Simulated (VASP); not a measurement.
Input of a VASP 6.6.1 run:

File INCAR:

```
PREC = Accurate
ENCUT = 400
EDIFF = 1E-8
ISMEAR = -1
SIGMA = 0.05
LREAL = F
LASPH = T
NELM = 120
ALGO = Normal
ISIF = 2
LWAVE = F
LCHARG = F
GGA = PS
LEFG = T
NBANDS = 11
GGA_COMPAT = F
```

KPOINTS

```
regular mesh
0
Gamma
  10 10 10
```

Contents of POSCAR:

```
AlAs
1.0
    0.0000000000      2.8114034545      2.8114034545
    2.8114034545      0.0000000000      2.8114034545
    2.8114034545      2.8114034545      0.0000000000
Al As
1 1
Direct
    0.0000000000      0.0000000000      0.0000000000
    0.7500000000      0.7500000000      0.7500000000
```

Potentials or basis: VASP PAW PBE potentials, release 64 (Al, As).

Run with:

```bash
$ cat potpaw_PBE.64/Al/POTCAR potpaw_PBE.64/As/POTCAR > POTCAR
$ mpirun -np 1 vasp_std > vasp.out
```

**Question.** Predict the band gap on the k mesh.

**Answer.** 1.28 eV, indirect (least direct gap 2.14 eV).

**Question.** Estimate the pressure.

**Answer.** 2.4 GPa.

Caveat: without QUAD_EFG the Cq values of the log hold for a quadrupole moment of 1 mb, not for the nuclei; the PAW data sets were made with another functional, which shifts forces and pressure a little. A k mesh can miss the band edges.
